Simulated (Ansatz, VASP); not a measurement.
**One calculation of HfGeCl, two programs**

```
CELL_PARAMETERS angstrom
3.69726 0.00000 0.00000
0.00000 3.69726 0.00000
0.00000 0.00000 8.47417
ATOMIC_POSITIONS crystal
Hf 0.00000 0.50000 0.25900
Hf 0.50000 0.00000 0.74100
Ge 0.00000 0.00000 0.00000
Ge 0.50000 0.50000 0.00000
Cl 0.00000 0.50000 0.61500
Cl 0.50000 0.00000 0.38500
```

Alike in both runs: task single point; functional r2SCAN; k mesh 9 × 9 × 4; occupations fermi-dirac, width 0.0899 eV; no spin polarisation.

```csv
,VASP,Ansatz
version,VASP 6.6.1,Ansatz 0.2.0
potentials or method,"VASP PAW PBE potentials, release 64 (Hf_pv, Ge_d, Cl), cutoff 520 eV",PAW plane waves
valence electrons in the cell,62,94
```

```csv
,VASP,Ansatz,Ansatz less VASP
pressure (GPa),-5.4,-4.9,+0.53
"traceless stress, the component that is largest in VASP (GPa)",-4.06,-3.97,+0.084
rms of the force components (eV/Å),0.778,0.768,-0.0099
```

VASP's potentials were made for PBE, not for r2SCAN. Atom by atom the forces differ by 0.011 eV/Å (rms over components). The functional is the same, so the differences come from potentials, cutoffs and numerics. VASP's potentials hold 62 valence electrons a cell and Ansatz's 94, so a difference there can come from the potentials and not from the codes.

Neither program's run includes spin-orbit coupling.
